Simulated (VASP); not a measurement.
Input of a VASP 6.6.1 run:

The input INCAR:

```
ALGO = Normal
EDIFF = 1E-6
ENCUT = 520
GGA = PE
ISIF = 2
ISMEAR = 0
LASPH = T
LCHARG = F
LREAL = F
LWAVE = F
NBANDS = 14
NELM = 80
PREC = Accurate
SIGMA = 0.1
```

The input KPOINTS:

```
k-points
0
Gamma
  6 6 6
```

The input POSCAR:

```
NaF
1.0
    0.0000000000      2.3497917110      2.3497917110
    2.3497917110      0.0000000000      2.3497917110
    2.3497917110      2.3497917110      0.0000000000
Na F
1 1
Direct
    0.0000000000      0.0000000000      0.0000000000
    0.5000000000      0.5000000000      0.5000000000
```

Potentials or basis: VASP PAW PBE potentials, release 64 (Na_pv, F).

Run with:

```console
$ cat potpaw_PBE.64/Na_pv/POTCAR potpaw_PBE.64/F/POTCAR > POTCAR
$ mpirun -np 1 vasp_std > vasp.out
```

Question: Predict the pressure.

Answer: -0.1 GPa.

Question: Estimate the band gap on the k mesh.

Answer: 6.08 eV.
